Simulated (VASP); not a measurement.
# AlN (P2_1) in VASP: a series of runs

Runs on AlN. Level: PBE. Tasks: single point.

All numbers are computed with VASP 6.6.1; they aren't measurements. Logs are shortened: lines on timing, memory, paths and dates and some standing lists are left out, and cuts for length are marked.

### 1 The cell of the first run

It takes space group P2_1 (No. 4, monoclinic). The conventional cell has a = 3.130 Å, b = 5.018 Å, c = 3.130 Å, α = 90.00°, β = 120.00°, γ = 90.00°. Within 2.5 Å of Al (site symmetry 1) lie 4 N at 1.90 to 1.92 Å. N (site symmetry 1) has 4 Al at 1.90 to 1.92 Å within 2.5 Å.

### 2 Single point, PBE (atoms displaced along a vibrational mode)

INCAR

```
ALGO     = Normal         # electronic algorithm
EDIFF    = 1E-6           # SCF threshold, eV
ENCUT    = 520            # plane-wave cutoff, eV
GGA      = PE             # functional
ISIF     = 2              # what is computed and relaxed
ISMEAR   = 0              # smearing method
LASPH    = True           # aspherical terms in the spheres
LCHARG   = False          # write CHGCAR
LREAL    = False          # projectors in reciprocal space
LWAVE    = False          # write WAVECAR
NBANDS   = 26             # bands
NELM     = 100            # most SCF steps
PREC     = Accurate       # precision mode
SIGMA    = 0.05           # smearing width, eV
```

KPOINTS

```
k-points
0
Gamma
  8 8 8
```

POSCAR

```
AlN
1.0
   -3.1302395627      0.0000000000      0.0000000000
    0.0000000000      5.4217339625      0.0000000000
    1.5651197814     -2.7108669813     -5.0179796546
Al N
4 4
Direct
    0.9847597447      0.3324689746      0.9982712825
    0.4847597447      0.8324689746      0.9982712825
    0.2635115378      0.9158023079      0.4982712825
    0.7635115378      0.4158023079      0.4982712825
    0.8210840215      0.1416976921      0.6167287175
    0.3210840215      0.6416976921      0.6167287175
    0.0456446960      0.7250310254      0.1167287175
    0.5456446960      0.2250310254      0.1167287175
```

Potentials or basis: VASP PAW PBE potentials, release 64 (Al, N).

Command:

```console
$ cat potpaw_PBE.64/Al/POTCAR potpaw_PBE.64/N/POTCAR > POTCAR
$ mpirun -np 1 vasp_std > vasp.out
```

OUTCAR:

```text
EDIFF = 1E-6
   ENCUT = 520
   GGA = PE
   ISIF = 2
   ISMEAR = 0
   LASPH = True
   LREAL = False
   NELM = 100
   PREC = Accurate

 ion  position               nearest neighbor table
   1  0.985  0.332  0.998-   8 1.90   7 1.90   8 1.91   5 1.92   3 3.05   4 3.05   3 3.09   4 3.09
                             2 3.13   2 3.13   2 3.13   2 3.13   4 3.14   3 3.14
   2  0.485  0.832  0.998-   7 1.90   8 1.90   7 1.91   6 1.92   4 3.05   3 3.05   4 3.09   3 3.09
                             1 3.13   1 3.13   1 3.13   1 3.13   3 3.14   4 3.14
   3  0.264  0.916  0.498-   5 1.90   6 1.90   5 1.91   7 1.92   1 3.05   2 3.05   1 3.09   2 3.09
                             4 3.13   4 3.13   4 3.13   4 3.13   2 3.14   1 3.14
   4  0.764  0.416  0.498-   6 1.90   5 1.90   6 1.91   8 1.92   2 3.05   1 3.05   2 3.09   1 3.09
                             3 3.13   3 3.13   3 3.13   3 3.13   1 3.14   2 3.14
   5  0.821  0.142  0.617-   3 1.90   4 1.90   3 1.91   1 1.92
   6  0.321  0.642  0.617-   4 1.90   3 1.90   4 1.91   2 1.92
   7  0.046  0.725  0.117-   2 1.90   1 1.90   2 1.91   3 1.92
   8  0.546  0.225  0.117-   1 1.90   2 1.90   1 1.91   4 1.92

  LATTYP: Found a body centered orthorhombic cell.
 ALAT       =     3.1302395627
 B/A-ratio  =     1.7320508076
 C/A-ratio  =     3.2061313865

  Lattice vectors:

 A1 = (  -1.5651197814,   2.7108669813,   5.0179796546)
 A2 = (   1.5651197813,  -2.7108669812,   5.0179796546)
 A3 = (   1.5651197814,   2.7108669812,  -5.0179796546)

Analysis of symmetry for initial positions (statically):
=====================================================================
 Subroutine PRICEL returns following result:

  LATTYP: Found a hexagonal cell.
 ALAT       =     3.1302395627
 C/A-ratio  =     1.6030656932

  Lattice vectors:

 A1 = (   3.1302395627,  -0.0000000000,   0.0000000000)
 A2 = (  -1.5651197813,  -2.7108669813,   0.0000000000)
 A3 = (   0.0000000001,  -0.0000000000,  -5.0179796546)

   2 primitive cells build up your supercell.

 Routine SETGRP: Setting up the symmetry group for a
 body centered orthorhombic supercell.

 Subroutine GETGRP returns: Found  2 space group operations
 (whereof  1 operations were pure point group operations)
 out of a pool of  8 trial point group operations.

The static configuration has the point symmetry C_1 .
 The point group associated with its full space group is C_2 .

Analysis of symmetry for dynamics (positions and initial velocities):
=====================================================================
 Subroutine PRICEL returns following result:

  LATTYP: Found a hexagonal cell.
 ALAT       =     3.1302395627
 C/A-ratio  =     1.6030656932

  Lattice vectors:

 A1 = (   3.1302395627,  -0.0000000000,   0.0000000000)
 A2 = (  -1.5651197813,  -2.7108669813,   0.0000000000)
 A3 = (   0.0000000001,  -0.0000000000,  -5.0179796546)

   2 primitive cells build up your supercell.

 Routine SETGRP: Setting up the symmetry group for a
 body centered orthorhombic supercell.

 Subroutine GETGRP returns: Found  2 space group operations
 (whereof  1 operations were pure point group operations)
 out of a pool of  8 trial point group operations.

The dynamic configuration has the point symmetry C_1 .
 The point group associated with its full space group is C_2 .

 Subroutine INISYM returns: Found  2 space group operations
 (whereof  1 operations are pure point group operations),
 and found     2 'primitive' translations

----------------------------------------------------------------------------------------

                                     Primitive cell

  volume of cell :      42.5809

  direct lattice vectors                    reciprocal lattice vectors
     3.130239563 -0.000000000  0.000000000     0.319464367 -0.184442838  0.000000000
    -1.565119781 -2.710866981  0.000000000    -0.000000000 -0.368885676  0.000000000
     0.000000000 -0.000000000 -5.017979655     0.000000000  0.000000000 -0.199283391

  length of vectors
     3.130239563  3.130239563  5.017979655     0.368885676  0.368885676  0.199283391

  position of ions in fractional coordinates (direct lattice)
     0.681042563  0.333333333  0.998271282
     0.318957437  0.666666667  0.498271282
     0.653947004  0.333333333  0.616728718
     0.346052996  0.666666667  0.116728718

  ion indices of the primitive-cell ions
   primitive index   ion index
                 1           1
                 2           4
                 3           5
                 4           7

----------------------------------------------------------------------------------------

 KPOINTS: k-points

Automatic generation of k-mesh.
 Grid dimensions read from file:
 generate k-points for:    8    8    8

 Generating k-lattice:

  Cartesian coordinates                     Fractional coordinates (reciprocal lattice)
    -0.039933046  0.000000000 -0.012455212     0.125000000  0.000000000  0.000000000
     0.000000000  0.023055355 -0.012455212     0.000000000  0.125000000  0.000000000
     0.000000000  0.000000000 -0.024910424     0.000000000  0.000000000  0.125000000

  Length of vectors
     0.041830377  0.026204612  0.024910424

  Shift w.r.t. Gamma in fractional coordinates (k-lattice)
     0.000000000  0.000000000  0.000000000

 Subroutine IBZKPT returns following result:
 ===========================================

 Found    150 irreducible k-points:

 Following reciprocal coordinates:
            Coordinates               Weight
  0.000000  0.000000  0.000000      1.000000
  0.125000  0.000000 -0.000000      4.000000
  0.250000  0.000000 -0.000000      4.000000
  0.375000  0.000000  0.000000      4.000000
  0.500000  0.000000 -0.000000      2.000000
  0.000000  0.125000 -0.000000      4.000000
[... 16 lines left out ...]
  0.125000 -0.250000 -0.125000      4.000000
  0.250000  0.250000 -0.000000      4.000000
 [... further k-points ...]
   k-points           NKPTS =    150   k-points in BZ     NKDIM =    150   number of bands    NBANDS=     26
   number of dos      NEDOS =    301   number of ions     NIONS =      8
   total plane-waves  NPLWV =  46080
   dimension x,y,z NGX =    24 NGY =   40 NGZ =   48
   dimension x,y,z NGXF=    48 NGYF=   80 NGZF=   96
   ions per type =               4   4
   NGX,Y,Z   is equivalent  to a cutoff of  12.75, 12.27, 13.49 a.u.
   NGXF,Y,Z  is equivalent  to a cutoff of  25.49, 24.53, 26.98 a.u.
 SYSTEM =  unknown system
   PREC   = accura    normal or accurate (medium, high low for compatibility)
   ISTART =      0    job   : 0-new  1-cont  2-samecut
   ICHARG =      2    charge: 1-file 2-atom 10-const
   ISPIN  =      1    spin polarized calculation?
   LNONCOLLINEAR =      F non collinear calculations
   LSORBIT =      F    spin-orbit coupling
   LASPH  =      T    aspherical Exc in radial PAW
   ENCUT  =  520.0 eV  38.22 Ry    6.18 a.u.   5.82 10.08 11.00*2*pi/ulx,y,z
   NELM   =    100;   NELMIN=  2; NELMDL= -5     # of ELM steps
   EDIFF  = 0.1E-05   stopping-criterion for ELM
   LREAL  =      F    real-space projection
   EDIFFG = 0.1E-04   stopping-criterion for IOM
   NSW    =      0    number of steps for IOM
   IBRION =     -1    ionic relax: 0-MD 1-quasi-New 2-CG
   NFREE  =      0    steps in history (QN), initial steepest desc. (CG)
   ISIF   =      2    stress and relaxation
   ISYM   =      2    0-nonsym 1-usesym 2-fastsym
   POTIM  = 0.5000    time-step for ionic-motion
   TEBEG  =    0.0;   TEEND  =   0.0 temperature during run
   PSTRESS=    0.0 pullay stress
   NELECT =      32.0000    total number of electrons
   NUPDOWN=      -1.0000    fix difference up-down
   EMIN   =  10.00;   EMAX   =-10.00  energy-range for DOS
   EFERMI =   0.00;   METHOD = LEGACY
   ISMEAR =     0;   SIGMA  =   0.05  broadening in eV -4-tet -1-fermi 0-gaus
   EFERMI_NEDOS =   21; number of points for ismear=-14 and -15
   IALGO  =     38    algorithm
   IMIX   =      4    mixing-type and parameters
     AMIX     =   0.40;   BMIX     =  1.00
     AMIX_MAG =   1.60;   BMIX_MAG =  1.00
  volume/ion in A,a.u.               =      10.65        71.84
  Fermi-wavevector in a.u.,A,eV,Ry     =   1.181345  2.232418 18.987951  1.395575
  Thomas-Fermi vector in A             =   2.317620
   LORBIT       =      0    0 simple, 1 ext, 2 COOP (PROOUT), +10 PAW based schemes
   GGA     = PE    functional components
   LHFCALC =     F    Hartree Fock is set to
   AEXX    =    0.0000 exact exchange contribution
   IVDW    =     0    specifies the selected vdW correction
   LEPSILON=     F    determine dielectric tensor
   LRPA    =     F    only Hartree local field effects (RPA)
 non-spin polarized calculation
 Gauss-broadening in eV      SIGMA  =   0.05
  energy-cutoff  :      520.00
  volume of cell :       85.16
 maximum number of plane-waves:      2322
   NGX = 11   NGY = 21   NGZ = 21

 number of electron      31.9999999 magnetization

 Free energy of the ion-electron system (eV)
  ---------------------------------------------------
  ext. energy  EPLUGINS =         0.00000000
  ---------------------------------------------------
  free energy    TOTEN  =       -59.52919635 eV

  energy without entropy =      -59.52919635  energy(sigma->0) =      -59.52919635

 E-fermi :   6.2513     XC(G=0): -10.8281

 val. band max:        5.9780708239   @ k =   0.0000   0.0000   0.0000
 cond. band min:       9.9975702611   @ k =   0.0000   0.0000   0.0000
 fundamental gap:      4.0194994372
 Fermi energy:         6.2513440092

 k-point     1 :       0.0000    0.0000    0.0000
  band No.  band energies     occupation
      1      -9.1013      2.00000
      2      -7.0175      2.00000
      3      -6.8252      2.00000
      4      -6.8252      2.00000
      5       0.0618      2.00000
      6       0.4448      2.00000
[... 18 lines left out ...]
     25      17.1800      0.00000
     26      17.5161      0.00000
[... 644 lines left out ...]
      4      -6.5656      2.00000
      5       1.2392      2.00000
      6       1.2711      2.00000
[... 18 lines left out ...]
     25      17.0901      0.00000
     26      17.1762      0.00000

 [... further k-points ...]

------------------------ aborting loop because EDIFF is reached ----------------------------------------

  FORCE on cell =-STRESS in cart. coord.  units (eV):
  Direction    XX          YY          ZZ          XY          YZ          ZX
  --------------------------------------------------------------------------------------
  -------------------------------------------------------------------------------------
  Total       -0.2445135     -0.1448553     -0.1118467      0.0944934     -0.0000000      0.0000000
  in kB       -4.6001160     -2.7252124     -2.1042105      1.7777356     -0.0000000      0.0000000
  external PRESSURE =      -3.1431796 kB  Pullay stress =       0.0000000 kB

 VOLUME and BASIS-vectors are now :
 -----------------------------------------------------------------------------
  energy-cutoff  :      520.00
  volume of cell :       85.16
      direct lattice vectors                 reciprocal lattice vectors
    -3.130239563  0.000000000  0.000000000    -0.319464367  0.000000000 -0.099641695
     0.000000000  5.421733963  0.000000000     0.000000000  0.184442838 -0.099641695
     1.565119781 -2.710866981 -5.017979655     0.000000000  0.000000000 -0.199283391

 POSITION                                       TOTAL-FORCE (eV/Angst)
 -----------------------------------------------------------------------------------
     -1.52012     -0.90362     -5.00930        -0.250350      0.009035      0.013239
      0.04500      1.80724     -5.00930        -0.250350      0.009035      0.013239
     -0.04500      3.61449     -2.50032         0.250350     -0.009035      0.013239
     -1.61012      0.90362     -2.50032         0.250350     -0.009035      0.013239
     -1.60494     -0.90362     -3.09473         0.116066      0.003782     -0.013239
     -0.03982      1.80724     -3.09473         0.116066      0.003782     -0.013239
      0.03982      3.61449     -0.58574        -0.116066     -0.003782     -0.013239
     -1.52530      0.90362     -0.58574        -0.116066     -0.003782     -0.013239
 -----------------------------------------------------------------------------------
    total drift:                                0.000009     -0.000013      0.001196

  FREE ENERGIE OF THE ION-ELECTRON SYSTEM (eV)
  ---------------------------------------------------
  free  energy   TOTEN  =       -59.5291963477 eV

  energy  without entropy=      -59.5291963477  energy(sigma->0) =      -59.52919635
```

Run time: 3.9 min. Hardware: 1 thread of Intel Xeon Platinum 8488C (Sapphire Rapids), shared host; peak memory 0.36 GiB.

What came out:

```
Free energy            : -59.5292 eV
Pressure               : -0.3 GPa
Largest force          : 0.251 eV/Å
Band gap on the k mesh : 4.02 eV
```

Forces on the atoms (eV/Å):
```
Al  -0.250  0.009  0.013
Al  -0.250  0.009  0.013
Al   0.250 -0.009  0.013
Al   0.250 -0.009  0.013
N    0.116  0.004 -0.013
N    0.116  0.004 -0.013
N   -0.116 -0.004 -0.013
N   -0.116 -0.004 -0.013
```

Stress tensor (GPa, compression positive):
```
-0.46  0.18  0.00
 0.18 -0.27  0.00
 0.00  0.00 -0.21
```

Levels at points of the mesh, in eV from the valence-band top:
| k point | band 13 | band 14 | band 15 | band 16 | band 17 | band 18 | band 19 | band 20 |
| --- | --- | --- | --- | --- | --- | --- | --- | --- |
| (0.00, 0.00, 0.00) | -0.84 | -0.28 | -0.15 | 0.00 | 4.02 | 5.22 | 5.22 | 6.49 |
| (0.50, 0.00, 0.00) | -2.03 | -2.03 | -0.88 | -0.88 | 6.11 | 6.11 | 7.19 | 7.19 |
| (0.00, 0.50, 0.00) | -0.67 | -0.67 | -0.58 | -0.58 | 5.90 | 5.90 | 7.28 | 7.28 |
| (0.50, 0.50, 0.00) | -1.47 | -1.38 | -1.38 | -0.72 | 5.29 | 5.29 | 5.68 | 5.98 |
| (0.50, 0.50, 0.50) | -1.48 | -1.28 | -1.28 | -0.67 | 5.17 | 5.17 | 5.51 | 5.81 |
| (0.00, 0.00, 0.50) | -0.56 | -0.56 | -0.53 | -0.53 | 5.75 | 5.75 | 6.28 | 6.28 |

Caveat: the cell differs from its parent crystal (atoms displaced along a vibrational mode).

(Continued in part 2 of 2.)
